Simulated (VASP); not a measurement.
# SnO2 (P1) in VASP: single point with r2SCAN

Aim: the single point of SnO2 with r2SCAN.

Program: VASP 6.6.1. These are calculated values, not measurements. Logs are shortened: lines on timing, memory, paths and dates and some standing lists are left out, and cuts for length are marked.

### Step 1. The cell of the first run

The typed cell holds 6 atoms: a = 4.712 Å, b = 4.502 Å, c = 3.012 Å, α = 89.20°, β = 92.06°, γ = 88.28°.

### Step 2. Single point, r2SCAN (atoms moved at random and the cell strained at random)

Contents of POSCAR:

```
SnO2
1.0
    4.7104162379      0.0694621827     -0.0828709629
    0.0694621827      4.5012285149      0.0321667614
   -0.0557400310      0.0216357602      3.0112980164
Sn O
2 4
Direct
    0.0701226687     -0.0418179262     -0.0375122281
    0.4619158081      0.5276682586      0.4653764239
    0.2881445480      0.3897955679     -0.0104771200
    0.1517180898      0.7083266059      0.5222992583
    0.6550229599      0.7004015780      0.0820878283
    0.8730759255      0.2156259158      0.4782258376
```

Contents of INCAR.step1:

```
PREC = Accurate
ENCUT = 520
ISMEAR = 0
SIGMA = 0.05
LREAL = F
LASPH = T
NELM = 60
NBANDS = 35
GGA = PE
ALGO = Normal
EDIFF = 1E-4
LWAVE = T
LCHARG = F
```

Contents of INCAR.step2:

```
PREC = Accurate
ENCUT = 520
EDIFF = 1E-6
ISMEAR = 0
SIGMA = 0.05
LREAL = F
LASPH = T
NELM = 60
ALGO = Normal
ISIF = 2
LWAVE = F
LCHARG = F
METAGGA = R2SCAN
LMIXTAU = T
NBANDS = 35
ISTART = 1
```

Contents of KPOINTS:

```
regular mesh
0
Gamma
  6 6 8
```

Potentials or basis: VASP PAW PBE potentials, release 64 (Sn_d, O).

Started as:

```console
$ cat potpaw_PBE.64/Sn_d/POTCAR potpaw_PBE.64/O/POTCAR > POTCAR
$ cp INCAR.step1 INCAR
$ mpirun -np 1 vasp_std > vasp.out
$ cp INCAR.step2 INCAR
$ mpirun -np 1 vasp_std > vasp.out
```

OUTCAR:

```text
PREC = Accurate
   ENCUT = 520
   EDIFF = 1E-6
   ISMEAR = 0
   LREAL = F
   LASPH = T
   NELM = 60
   ISIF = 2
   METAGGA = R2SCAN
   ISTART = 1

 ion  position               nearest neighbor table
   1  0.070  0.958  0.962-   4 1.80   6 2.03   4 2.03   6 2.17   3 2.23   5 2.34   3 2.73   2 2.99
                             2 3.08   2 3.53   2 3.55
   2  0.462  0.528  0.465-   4 1.67   5 1.69   3 1.76   3 1.91   5 2.20   6 2.36   1 2.99   1 3.08
                             1 3.53   1 3.55
   3  0.288  0.390  0.990-   2 1.76   2 1.91   1 2.23   1 2.73
   4  0.152  0.708  0.522-   2 1.67   1 1.80   1 2.03
   5  0.655  0.700  0.082-   2 1.69   2 2.20   1 2.34
   6  0.873  0.216  0.478-   1 2.03   1 2.17   2 2.36

  LATTYP: Found a triclinic cell.
 ALAT       =     3.0118915652
 B/A-ratio  =     2.5135789892
 C/A-ratio  =     1.5643515427
 COS(alpha) =     0.0107657042
 COS(beta)  =     0.0359809051
 COS(gamma) =     0.8040274716

  Lattice vectors:

 A1 = (  -0.0557400310,   0.0216357602,   3.0112980164)
 A2 = (  -0.0420178793,   4.5445000353,   6.0547627942)
 A3 = (  -4.7104162379,  -0.0694621827,   0.0828709629)

Analysis of symmetry for initial positions (statically):
=====================================================================
 Subroutine PRICEL returns:
 Original cell was already a primitive cell.

 Routine SETGRP: Setting up the symmetry group for a
 triclinic supercell.

 Subroutine GETGRP returns: Found  1 space group operations
 (whereof  1 operations were pure point group operations)
 out of a pool of  2 trial point group operations.

The static configuration has the point symmetry C_1 .

Analysis of symmetry for dynamics (positions and initial velocities):
=====================================================================
 Subroutine PRICEL returns:
 Original cell was already a primitive cell.

 Routine SETGRP: Setting up the symmetry group for a
 triclinic supercell.

 Subroutine GETGRP returns: Found  1 space group operations
 (whereof  1 operations were pure point group operations)
 out of a pool of  2 trial point group operations.

The dynamic configuration has the point symmetry C_1 .

 Subroutine INISYM returns: Found  1 space group operations
 (whereof  1 operations are pure point group operations),
 and found     1 'primitive' translations

----------------------------------------------------------------------------------------

                                     Primitive cell

  volume of cell :      63.8087

  direct lattice vectors                    reciprocal lattice vectors
     4.710416238  0.069462183 -0.082870963     0.212413810 -0.003306201  0.003955598
     0.069462183  4.501228515  0.032166761    -0.003306201  0.222224439 -0.001657851
    -0.055740031  0.021635760  3.011298016     0.005880948 -0.002464794  0.332209275

  length of vectors
     4.711657216  4.501879367  3.011891565     0.212476362  0.222255216  0.332270467

  position of ions in fractional coordinates (direct lattice)
     0.070122669  0.958182074  0.962487772
     0.461915808  0.527668259  0.465376424
     0.288144548  0.389795568  0.989522880
     0.151718090  0.708326606  0.522299258
     0.655022960  0.700401578  0.082087828
     0.873075925  0.215625916  0.478225838

  ion indices of the primitive-cell ions
   primitive index   ion index
                 1           1
                 2           2
                 3           3
                 4           4
                 5           5
                 6           6

----------------------------------------------------------------------------------------

 KPOINTS: regular mesh

Automatic generation of k-mesh.
 Grid dimensions read from file:
 generate k-points for:    6    6    8

 Generating k-lattice:

  Cartesian coordinates                     Fractional coordinates (reciprocal lattice)
     0.035402302 -0.000551033  0.000659266     0.166666667  0.000000000  0.000000000
    -0.000551033  0.037037407 -0.000276308    -0.000000000  0.166666667  0.000000000
     0.000735118 -0.000308099  0.041526159     0.000000000 -0.000000000  0.125000000

  Length of vectors
     0.035412727  0.037042536  0.041533808

  Shift w.r.t. Gamma in fractional coordinates (k-lattice)
     0.000000000  0.000000000  0.000000000

 Subroutine IBZKPT returns following result:
 ===========================================

 Found    148 irreducible k-points:

 Following reciprocal coordinates:
            Coordinates               Weight
  0.000000  0.000000  0.000000      1.000000
  0.166667 -0.000000  0.000000      2.000000
  0.333333  0.000000  0.000000      2.000000
  0.500000  0.000000 -0.000000      1.000000
 -0.000000  0.166667  0.000000      2.000000
  0.166667  0.166667 -0.000000      2.000000
[... 16 lines left out ...]
  0.333333  0.000000  0.125000      2.000000
  0.500000  0.000000  0.125000      2.000000
 [... further k-points ...]
   k-points           NKPTS =    148   k-points in BZ     NKDIM =    148   number of bands    NBANDS=     35
   number of dos      NEDOS =    301   number of ions     NIONS =      6
   total plane-waves  NPLWV =  31104
   dimension x,y,z NGX =    36 NGY =   36 NGZ =   24
   dimension x,y,z NGXF=    72 NGYF=   72 NGZF=   48
   ions per type =               2   4
   NGX,Y,Z   is equivalent  to a cutoff of  12.70, 13.29, 13.25 a.u.
   NGXF,Y,Z  is equivalent  to a cutoff of  25.40, 26.59, 26.49 a.u.
 SYSTEM =  unknown system
   PREC   = accura    normal or accurate (medium, high low for compatibility)
   ISTART =      1    job   : 0-new  1-cont  2-samecut
   ICHARG =      0    charge: 1-file 2-atom 10-const
   ISPIN  =      1    spin polarized calculation?
   LNONCOLLINEAR =      F non collinear calculations
   LSORBIT =      F    spin-orbit coupling
   LASPH  =      T    aspherical Exc in radial PAW
   ENCUT  =  520.0 eV  38.22 Ry    6.18 a.u.   8.76  8.37  5.60*2*pi/ulx,y,z
   NELM   =     60;   NELMIN=  2; NELMDL=  0     # of ELM steps
   EDIFF  = 0.1E-05   stopping-criterion for ELM
   LREAL  =      F    real-space projection
   EDIFFG = 0.1E-04   stopping-criterion for IOM
   NSW    =      0    number of steps for IOM
   IBRION =     -1    ionic relax: 0-MD 1-quasi-New 2-CG
   NFREE  =      0    steps in history (QN), initial steepest desc. (CG)
   ISIF   =      2    stress and relaxation
   ISYM   =      2    0-nonsym 1-usesym 2-fastsym
   POTIM  = 0.5000    time-step for ionic-motion
   TEBEG  =    0.0;   TEEND  =   0.0 temperature during run
   PSTRESS=    0.0 pullay stress
   NELECT =      52.0000    total number of electrons
   NUPDOWN=      -1.0000    fix difference up-down
   EMIN   =  10.00;   EMAX   =-10.00  energy-range for DOS
   EFERMI =   0.00;   METHOD = LEGACY
   ISMEAR =     0;   SIGMA  =   0.05  broadening in eV -4-tet -1-fermi 0-gaus
   EFERMI_NEDOS =   21; number of points for ismear=-14 and -15
   IALGO  =     38    algorithm
   IMIX   =      4    mixing-type and parameters
     AMIX     =   0.40;   BMIX     =  1.00
     AMIX_MAG =   1.60;   BMIX_MAG =  1.00
  volume/ion in A,a.u.               =      10.63        71.77
  Fermi-wavevector in a.u.,A,eV,Ry     =   1.529147  2.889670 31.814393  2.338292
  Thomas-Fermi vector in A             =   2.636808
   LORBIT       =      0    0 simple, 1 ext, 2 COOP (PROOUT), +10 PAW based schemes
   METAGGA = R2SCAN    functional components
   LHFCALC =     F    Hartree Fock is set to
   AEXX    =    0.0000 exact exchange contribution
   IVDW    =     0    specifies the selected vdW correction
   LEPSILON=     F    determine dielectric tensor
   LRPA    =     F    only Hartree local field effects (RPA)
 non-spin polarized calculation
 Gauss-broadening in eV      SIGMA  =   0.05
  energy-cutoff  :      520.00
  volume of cell :       63.81
 maximum number of plane-waves:      1738
   NGX = 17   NGY = 17   NGZ = 11

 number of electron      52.0000000 magnetization

 Free energy of the ion-electron system (eV)
  ---------------------------------------------------
  ext. energy  EPLUGINS =         0.00000000
  ---------------------------------------------------
  free energy    TOTEN  =       -74.63068352 eV

  energy without entropy =      -74.63068352  energy(sigma->0) =      -74.63068352

 E-fermi :   8.2706     XC(G=0): -12.6691

 val. band max:        7.9778546222   @ k =   0.0000   0.0000   0.1250
 cond. band min:       9.3260339473   @ k =   0.0000   0.0000   0.0000
 fundamental gap:      1.3481793251
 Fermi energy:         8.2706039567

 k-point     1 :       0.0000    0.0000    0.0000
  band No.  band energies     occupation
      1     -16.8025      2.00000
      2     -15.3847      2.00000
      3     -14.0370      2.00000
      4     -13.9322      2.00000
      5     -13.8724      2.00000
      6     -13.6524      2.00000
[... 27 lines left out ...]
     34      21.6990      0.00000
     35      23.1319      0.00000

 k-point     2 :       0.1667   -0.0000    0.0000
  band No.  band energies     occupation
      1     -16.7944      2.00000
      2     -15.3729      2.00000
      3     -14.0684      2.00000
      4     -13.9235      2.00000
      5     -13.8665      2.00000
      6     -13.6443      2.00000
[... 27 lines left out ...]
     34      21.6690      0.00000
     35      23.0854      0.00000

 k-point     3 :       0.3333    0.0000    0.0000
  band No.  band energies     occupation
      1     -16.7781      2.00000
      2     -15.3489      2.00000
      3     -14.1182      2.00000
      4     -13.9168      2.00000
      5     -13.8550      2.00000
      6     -13.6280      2.00000
[... 27 lines left out ...]
     34      21.6024      0.00000
     35      22.5519      0.00000
[... 723 lines left out ...]
 k-point    23 :       0.3333    0.0000    0.1250
  band No.  band energies     occupation
      1     -16.7794      2.00000
      2     -15.2119      2.00000
      3     -14.2694      2.00000
      4     -13.9892      2.00000
      5     -13.8002      2.00000
      6     -13.6137      2.00000
[... 27 lines left out ...]
     34      21.7974      0.00000
     35      22.5058      0.00000

 k-point    24 :       0.5000    0.0000    0.1250
  band No.  band energies     occupation
      1     -16.7727      2.00000
      2     -15.1940      2.00000
      3     -14.3059      2.00000
      4     -13.9829      2.00000
      5     -13.7950      2.00000
      6     -13.6061      2.00000
[... 27 lines left out ...]
     34      21.7799      0.00000
     35      22.7101      0.00000

 [... further k-points ...]
[... 5 lines left out ...]
  --------------------------------------------------------------------------------------
  -------------------------------------------------------------------------------------
  Total       31.3663640     25.6911293     41.4707627     -4.1673114      0.2211457     -3.9876671
  in kB      787.5805975    645.0806672   1041.2927717   -104.6373633      5.5527666   -100.1266581
  external PRESSURE =     824.6513455 kB  Pullay stress =       0.0000000 kB

 VOLUME and BASIS-vectors are now :
 -----------------------------------------------------------------------------
  energy-cutoff  :      520.00
  volume of cell :       63.81
      direct lattice vectors                 reciprocal lattice vectors
     4.710416238  0.069462183 -0.082870963     0.212413810 -0.003306201  0.003955598
     0.069462183  4.501228515  0.032166761    -0.003306201  0.222224439 -0.001657851
    -0.055740031  0.021635760  3.011298016     0.005880948 -0.002464794  0.332209275

 POSITION                                       TOTAL-FORCE (eV/Angst)
 -----------------------------------------------------------------------------------
      0.34322      4.33869      2.92335        -6.418856      7.135094      4.629282
      2.18653      2.41731      1.38008        14.182165    -10.370299     10.850747
      1.32920      1.79598      2.96841        -3.835369    -10.204016     -3.449736
      0.73474      3.21018      1.58301       -10.348281      7.221824     -3.178618
      3.12951      3.19994      0.21544         7.122759      7.653472     -8.691272
      4.10087      1.04157      1.37466        -0.702418     -1.436075     -0.160404
 -----------------------------------------------------------------------------------
    total drift:                                0.005638      0.001446      0.000244

  FREE ENERGIE OF THE ION-ELECTRON SYSTEM (eV)
  ---------------------------------------------------
  free  energy   TOTEN  =       -74.6306835180 eV

  energy  without entropy=      -74.6306835180  energy(sigma->0) =      -74.63068352
```

Run time: 6.8 min. Hardware: 1 thread of Intel Xeon 6975P-C (Granite Rapids), shared host; peak memory 0.36 GiB.

What came out:

* Free energy: -74.6307 eV
* Pressure: 82.5 GPa
* Largest force: 20.650 eV/Å
* Band gap on the k mesh: 1.35 eV (least direct gap 1.39 eV)

Forces in eV/Å, atoms in the order of the input:
```
Sn   -6.419   7.135   4.629
Sn   14.182 -10.370  10.851
O    -3.835 -10.204  -3.450
O   -10.348   7.222  -3.179
O     7.123   7.653  -8.691
O    -0.702  -1.436  -0.160
```

Stress tensor (GPa, compression positive):
```
 78.76 -10.46 -10.01
-10.46  64.51   0.56
-10.01   0.56 104.13
```

Levels at points of the mesh, in eV from the valence-band top:
| k point | band 24 | band 25 | band 26 | band 27 | band 28 | band 29 |
| --- | --- | --- | --- | --- | --- | --- |
| (0.00, 0.00, 0.00) | -1.32 | -0.74 | -0.04 | 1.35 | 5.88 | 7.05 |
| (0.50, 0.00, 0.00) | -1.36 | -0.68 | -0.47 | 3.16 | 5.30 | 7.90 |
| (0.00, 0.50, 0.00) | -1.32 | -0.71 | -0.48 | 3.74 | 5.27 | 6.30 |
| (0.50, 0.50, 0.00) | -1.50 | -0.68 | -0.32 | 3.61 | 6.10 | 6.44 |
| (0.00, 0.00, 0.50) | -1.80 | -1.54 | -0.59 | 4.61 | 6.43 | 7.88 |
| (0.50, 0.00, 0.50) | -0.90 | -0.66 | -0.40 | 4.41 | 6.96 | 7.29 |
| (0.00, 0.50, 0.50) | -1.38 | -0.71 | -0.32 | 4.43 | 5.55 | 8.13 |
| (0.50, 0.50, 0.50) | -1.46 | -1.28 | -0.38 | 4.28 | 6.41 | 6.90 |

Caveat: the cell differs from its parent crystal (atoms moved at random and the cell strained at random); the stress differs along the axes, from 65 to 104 GPa; the PAW data sets were made with another functional, which shifts forces and pressure a little; spin-orbit coupling is left out, which moves the levels of the heavy elements. A k mesh can miss the band edges.
